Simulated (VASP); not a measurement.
Set up this calculation in VASP 6.6.1, as the native input.

```yaml
Task: single point
Functional: PBE
Dispersion: D3(BJ)
Potentials_or_basis: VASP PAW PBE potentials, release 64 (Nb_sv, P)
Cutoff: 500 eV
k_mesh: 20 × 20 × 20
Occupations: gaussian, width 0.1 eV
Spin: no spin polarisation
Dipole_correction: no
Further_INCAR_settings: ALGO = Normal; EDIFF = 1e-06; NBANDS = 26
```

The structure of NbP lies in POSCAR:

```
NbP
1.0
   -1.6579703970      1.6579703970      5.6258062865
    1.6579703970     -1.6579703970      5.6258062865
    1.6579703970      1.6579703970     -5.6258062865
Nb P
2 2
Direct
    0.7502538361      0.7502538361      0.0000000000
    0.5002538361      1.0002538361      0.5000000000
    0.3323751639      0.3323751639      0.0000000000
    0.0823751639      0.5823751639      0.5000000000
```

One way to write it, as run:

INCAR

```
PREC = Accurate ; ENCUT = 500
EDIFF = 1E-6 ; ISMEAR = 0
SIGMA = 0.1 ; LREAL = F
LASPH = T ; NELM = 120
ALGO = Normal ; ISIF = 2
LWAVE = F ; LCHARG = F
GGA = PE ; IVDW = 12
NBANDS = 26 ; GGA_COMPAT = F
```

KPOINTS

```
Automatic mesh
0
Gamma
  20 20 20
```

Potentials or basis: VASP PAW PBE potentials, release 64 (Nb_sv, P).

The run is started by

```bash
$ cat potpaw_PBE.64/Nb_sv/POTCAR potpaw_PBE.64/P/POTCAR > POTCAR
$ mpirun -np 1 vasp_std > vasp.out
```

It gave:

The pressure is -0.5 GPa, the largest force is 0.003 eV/Å and the band gap on the k mesh is zero (bands 18 and 19 overlap by 0.12 eV). The dispersion energy per atom is -0.644 eV.

Run time: 81 min on 1 thread of Intel Xeon 8259CL, on a shared host, peak memory 0.96 GiB.
